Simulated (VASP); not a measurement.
Here is a VASP 6.6.1 calculation.

The input INCAR:

```
SYSTEM = Hf
  PREC = Accurate
  ENCUT = 520
  EDIFF = 1E-7
  ISMEAR = -1
  SIGMA = 0.05
  LREAL = .FALSE.
  LASPH = .TRUE.
  NELM = 100
  ALGO = Normal
  ISIF = 2
  LWAVE = .FALSE.
  LCHARG = .FALSE.
  GGA = PS
  NBANDS = 39
```

Contents of KPOINTS:

```
Automatic mesh
0
G
  10 7 1
  0 0 0
```

File POSCAR:

```
Hf
1.0
    3.1588656729      0.0000000000      0.0000000000
    0.0000000000      4.9986711415      0.0000000000
    0.0000000000      0.0000000000     22.3832000000
Hf
6
Direct
    0.7500000000      0.7500000000      0.3623767524
    0.2500000000      0.2500000000      0.4013869577
    0.2500000000      0.7500000000      0.4781961931
    0.7500000000      0.2500000000      0.5218038067
    0.7500000000      0.7500000000      0.5986130559
    0.2500000000      0.2500000000      0.6376232342
```

Potentials or basis: VASP PAW PBE potentials, release 64 (Hf_pv).

The run is started by

```console
$ cat potpaw_PBE.64/Hf_pv/POTCAR > POTCAR
$ mpirun -np 1 vasp_std > vasp.out
```

Task: Predict the band gap on the k mesh.

Result: Zero (bands 30 and 31 overlap by 0.51 eV).

Task: Estimate the largest force.

Result: 0.035 eV/Å.

Forces on the atoms (eV/Å):
```
Hf   0.000  0.000  0.035
Hf   0.000  0.000  0.015
Hf   0.000  0.000 -0.018
Hf   0.000  0.000  0.018
Hf   0.000  0.000 -0.015
Hf   0.000  0.000 -0.035
```

Caveat: there is no dipole correction, which matters where the two faces differ; the PAW data sets were made with another functional, which shifts forces and pressure a little; spin-orbit coupling is left out, which moves the levels of the heavy elements.
